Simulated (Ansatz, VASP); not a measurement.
**Si: VASP beside Ansatz**

INCAR

```
PREC = Accurate ; ENCUT = 520
EDIFF = 1E-8 ; ISMEAR = -1
SIGMA = 0.05 ; LREAL = F
LASPH = T ; NELM = 60
ALGO = Normal ; ISIF = 2
LWAVE = F ; LCHARG = F
GGA = PS ; LEFG = T
NBANDS = 26
```

The input KPOINTS:

```
regular mesh
0
Gamma
  10 10 10
```

POSCAR

```
Si
1.0
   -3.3180000000      3.3180000000      3.3180000000
    3.3180000000     -3.3180000000      3.3180000000
    3.3180000000      3.3180000000     -3.3180000000
Si
8
Direct
    0.2033210619      0.2033210619      0.2033210619
    0.5000000000      0.0000000000      0.2966789381
    0.2966789381      0.5000000000      0.0000000000
    0.0000000000      0.2966789381      0.5000000000
    0.7966789381      0.7966789381      0.7966789381
    0.5000000000      0.0000000000      0.7033210619
    0.7033210619      0.5000000000      0.0000000000
    0.0000000000      0.7033210619      0.5000000000
```

Input for Ansatz:

```yaml
crystal:
  lattice:
    - [-3.318, 3.318, 3.318]
    - [3.318, -3.318, 3.318]
    - [3.318, 3.318, -3.318]
  atoms:
    - { symbol: Si, position: [0.2033210619, 0.2033210619, 0.2033210619] }
    - { symbol: Si, position: [0.5, 0.0, 0.2966789381] }
    - { symbol: Si, position: [0.2966789381, 0.5, 0.0] }
    - { symbol: Si, position: [0.0, 0.2966789381, 0.5] }
    - { symbol: Si, position: [0.7966789381, 0.7966789381, 0.7966789381] }
    - { symbol: Si, position: [0.5, 0.0, 0.7033210619] }
    - { symbol: Si, position: [0.7033210619, 0.5, 0.0] }
    - { symbol: Si, position: [0.0, 0.7033210619, 0.5] }
kpoints:
  mp_grid: { grid: [10, 10, 10] }
scf:
  occupations: { method: fermi_dirac, width: 0.05 }
hamiltonian:
  xc: pbesol
  pseudopotentials: { kind: paw, frozen_core: stored }
output:
  forces: true
  stress: true
  populations: true
  efg: {}
  write_density: true
  write_potential: true
  elf: true
  volumetric_format: npy
```

Alike in both runs: task electric field gradients; functional PBEsol; k mesh 10 × 10 × 10; occupations fermi-dirac, width 0.05 eV; no spin polarisation.

|  | VASP | Ansatz |
| --- | --- | --- |
| version | VASP 6.6.1 | Ansatz 0.2.0 |
| potentials or method | VASP PAW PBE potentials, release 64 (Si) | plane-wave PAW, scalar-relativistic |
| plane-wave cutoff (eV) | 520 | 420 |
| valence electrons in the cell | 32 | 32 |

Ansatz gave:

| Property | Result |
| --- | --- |
| pressure (GPa) | -1.2 |
| rms of the force components (eV/Å) | 0.027 |
| size of Vzz on the site where it differs most (V/Å²) | 10.3 |

Question: Which values does VASP return?

Answer: Pressure (GPa): -1.1; rms of the force components (eV/Å): 0.029; size of Vzz on the site where it differs most (V/Å²): 9.9.

VASP's potentials were made for PBE, not for PBEsol, and Ansatz warns of the same on its side. Atom by atom the forces differ by 0.003 eV/Å (rms over components).
